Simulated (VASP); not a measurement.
## SiMo12: single point with PBE

SiMo12, a slab with vacuum:

```
Mo Si
1.0
     5.47404    0.00000    0.00000
    -1.82468    5.16098    0.00000
     0.00000    0.00000   19.80821
Mo Si
12 1
Direct
  0.25000 0.25000 0.20194
  0.25000 0.75000 0.20194
  0.75000 0.25000 0.20194
  0.75000 0.75000 0.20194
  0.00000 0.00000 0.31069
  0.00000 0.50000 0.31069
  0.50000 0.00000 0.31069
  0.50000 0.50000 0.31069
  0.25000 0.25000 0.41943
  0.25000 0.75000 0.41943
  0.75000 0.25000 0.41943
  0.75000 0.75000 0.41943
  0.50000 0.50000 0.51182
```

```json
{
 "Program": "VASP 6.6.1",
 "Task": "single point",
 "Functional": "PBE",
 "Potentials or basis": "VASP PAW PBE potentials, release 64 (Mo_sv, Si)",
 "Cutoff": "520 eV",
 "k mesh": "5 × 5 × 1",
 "Occupations": "gaussian, width 0.1 eV",
 "Spin": "no spin polarisation"
}
```

```
Largest force          : 0.868 eV/Å
Band gap on the k mesh : zero (bands 86 and 87 overlap by 1.47 eV)
```

Forces in eV/Å, atoms in the order of the input:
```
Mo  -0.056 -0.080  0.078
Mo  -0.001  0.000 -0.127
Mo   0.001  0.000 -0.127
Mo   0.056  0.080  0.078
Mo   0.000  0.000 -0.534
Mo   0.000  0.000 -0.096
Mo   0.000  0.000 -0.096
Mo   0.000  0.000 -0.375
Mo  -0.501 -0.709 -0.027
Mo   0.204 -0.144  0.615
Mo  -0.204  0.144  0.615
Mo   0.501  0.709 -0.027
Si   0.000  0.000  0.026
```

Levels at points of the mesh, in eV from the Fermi level:
```tsv
k point	band 82	band 83	band 84	band 85	band 86	band 87	band 88	band 89	band 90	band 91
(0.00, 0.00, 0.00)	0.20	0.36	0.43	0.64	1.00	1.15	1.30	1.36	1.40	1.48
```

Run time: 25 min on 1 thread of Intel Xeon 8259CL, with other jobs on the host, peak memory 0.76 GiB.
